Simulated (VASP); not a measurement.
Runs of VASP 6.6.1 on Ta. The structure is that of space group P6_3/mmc (No. 194), or close to it. The cells are those of the table. This isn't the form of Ta at room conditions, which is bcc.

```tsv
level	potentials or basis	cell	smearing	gap on the mesh (eV)	pressure (GPa)
PBEsol	VASP PAW PBE potentials, release 64 (Ta_pv)	a = 2.820, b = 2.820, c = 5.025 Å, angles 90.0, 90.0, 120.0°, 2 atoms	fermi-dirac 0.05 eV	none	(b)
LDA	VASP PAW LDA potentials, release 64 (Ta_pv)	a = 2.900, b = 2.900, c = 5.166 Å, angles 90.0, 90.0, 120.0°, 2 atoms	methfessel-paxton 0.2 eV	none	-11.4
r2SCAN	VASP PAW PBE potentials, release 64 (Ta_pv)	a = 2.920, b = 2.920, c = 5.200 Å, angles 90.0, 90.0, 120.0°, 2 atoms	fermi-dirac 0.05 eV	none	(a)
PBEsol	VASP PAW PBE potentials, release 64 (Ta_pv)	a = 2.788, b = 2.788, c = 4.950 Å, angles 90.0, 90.0, 120.0°, 2 atoms	fermi-dirac 0.05 eV	none	20.4
r2SCAN	VASP PAW PBE potentials, release 64 (Ta_pv)	a = 2.841, b = 2.841, c = 5.061 Å, angles 90.0, 90.0, 120.0°, 2 atoms	fermi-dirac 0.05 eV	none	9.9
```

Alike in all rows: task single point; no spin polarisation; k mesh 11 × 11 × 5; cutoff (eV) 520.

Question: Estimate the missing entries.

Answer: (a) -6.7; (b) 10.2.

Caveats: spin-orbit coupling is left out, which moves the levels of the heavy elements; the PAW data sets were made with another functional, which shifts forces and pressure a little (at least some runs); the cell stands under pressure (at least some runs); the cell stands under tension (at least some runs).

A k mesh can miss the band edges, and the runs leave out spin-orbit coupling on Ta.

A gap of «none» marks levels without a gap at the run's occupations.
